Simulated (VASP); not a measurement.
A run of VASP 6.6.1 is set up as follows.

The input INCAR:

```
PREC = Accurate
ENCUT = 520
EDIFF = 1E-6
ISMEAR = -1
SIGMA = 0.05
LREAL = F
LASPH = T
NELM = 60
ALGO = Normal
ISIF = 2
LWAVE = F
LCHARG = F
GGA = PE
NBANDS = 14
```

File KPOINTS:

```
Automatic mesh
0
Gamma
  12 12 12
```

The input POSCAR:

```
CoO
1.0
   -1.5080000000      1.5080000000      2.1072475377
    1.5080000000     -1.5080000000      2.1072475377
    1.5080000000      1.5080000000     -2.1072475377
Co O
1 1
Direct
    0.0000000000      0.0000000000      0.0000000000
    0.5000000000      0.5000000000      0.0000000000
```

Potentials or basis: VASP PAW PBE potentials, release 64 (Co, O).

Command:

```sh
$ cat potpaw_PBE.64/Co/POTCAR potpaw_PBE.64/O/POTCAR > POTCAR
$ mpirun -np 1 vasp_std > vasp.out
```

**Question.** What does it give for the pressure?

**Answer.** -18.3 GPa.

Stress tensor (GPa, compression positive):
```
-18.54   0.00   0.00
  0.00 -18.54   0.00
  0.00   0.00 -17.80
```

Caveat: an odd number of electrons without spin polarisation forces a metal; a magnetic or distorted state may lie lower; the run has no spin polarisation, though such a crystal can be magnetic; semilocal functionals often make such compounds metallic where correlation or magnetic order opens a gap, which also shifts bond lengths. Spin polarisation is off, so any magnetic state and its effect on volume and gap are missing.
